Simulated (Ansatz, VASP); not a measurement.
# One calculation of K2HfSe3, two programs

INCAR

```
SYSTEM = K2HfSe3
ALGO = Normal
EDIFF = 1E-6
EDIFFG = -0.04
ENCUT = 600
GGA = PE
IBRION = 2
ISIF = 3
ISMEAR = 0
LASPH = .True.
LCHARG = .False.
LREAL = .False.
LWAVE = .False.
NELM = 100
NSW = 90
PREC = Accurate
SIGMA = 0.1
```

The input KPOINTS:

```
k-points
0
Gamma
  4 4 2
  0 0 0
```

The input POSCAR:

```
K2HfSe3
1.0
    4.2855269000      0.0000000000      0.0000000000
    0.0000000000      4.2855269000      0.0000000000
    0.0000000000      0.0000000000      9.4411036100
K Hf Se
2 1 3
Direct
    0.0000000000      0.5000000000      0.7376120100
    0.5000000000      0.0000000000      0.2623879900
    0.0000000000      0.0000000000      0.0000000000
    0.5000000000      0.5000000000      0.0000000000
    0.0000000000      0.5000000000      0.3786259900
    0.5000000000      0.0000000000      0.6213740100
```

Input for Ansatz:

```yaml
crystal:
  lattice:
    - [4.2855269, 0.0, 0.0]
    - [0.0, 4.2855269, 0.0]
    - [0.0, 0.0, 9.44110361]
  atoms:
    - { symbol: K, position: [0.0, 0.5, 0.73761201] }
    - { symbol: K, position: [0.5, 0.0, 0.26238799] }
    - { symbol: Hf, position: [0.0, 0.0, 0.0] }
    - { symbol: Se, position: [0.5, 0.5, 0.0] }
    - { symbol: Se, position: [0.0, 0.5, 0.37862599] }
    - { symbol: Se, position: [0.5, 0.0, 0.62137401] }
basis:
  ecutwfc: 420
kpoints:
  mp_grid: { grid: [4, 4, 2] }
hamiltonian:
  xc: pbe
scf:
  occupations: { method: gaussian, width: 0.1 }
  lower_state_search: "off"
output:
  forces: true
  stress: true
  eigenvalues: true
relax:
  adjacent_minimum: "off"
  f_tol: 0.04
  max_steps: 70
  cell: { stress_tol: 0.4 }
```

Change from the starting cell: species swapped into the Zr2CuSb3 type (P-4m2, No. 115).

Alike in both runs: task relaxation of cell and atoms; functional PBE; k mesh 4 × 4 × 2; occupations gaussian, width 0.1 eV; no spin polarisation.

|  | VASP | Ansatz |
| --- | --- | --- |
| version | VASP 6.6.1 | Ansatz 0.2.0 |
| potentials or method | VASP PAW PBE potentials, release 64 (K_sv, Hf_pv, Se), cutoff 600 eV | scalar-relativistic, plane waves, PAW |
| valence electrons in the cell | 46 | 92 |

VASP gave:

| Quantity | Value |
| --- | --- |
| gap on the k mesh at the Fermi level, each at its own relaxed structure (eV) | none |
| relaxed volume (Å³/atom) | 26.16 |
| relaxed length of the cell vector where the two differ most in proportion (Å) | 4.078 |

Which values does Ansatz return?

gap on the k mesh at the Fermi level, each at its own relaxed structure (eV): none; relaxed volume (Å³/atom): 26.23; relaxed length of the cell vector where the two differ most in proportion (Å): 4.086.

A gap of «none» marks a metal or a gap that the smearing closes. VASP's potentials hold 46 valence electrons a cell and Ansatz's 92, so a difference there can come from the potentials and not from the codes.

The k mesh is coarse, so the values compare programs but aren't converged. Neither program's run includes spin-orbit coupling.
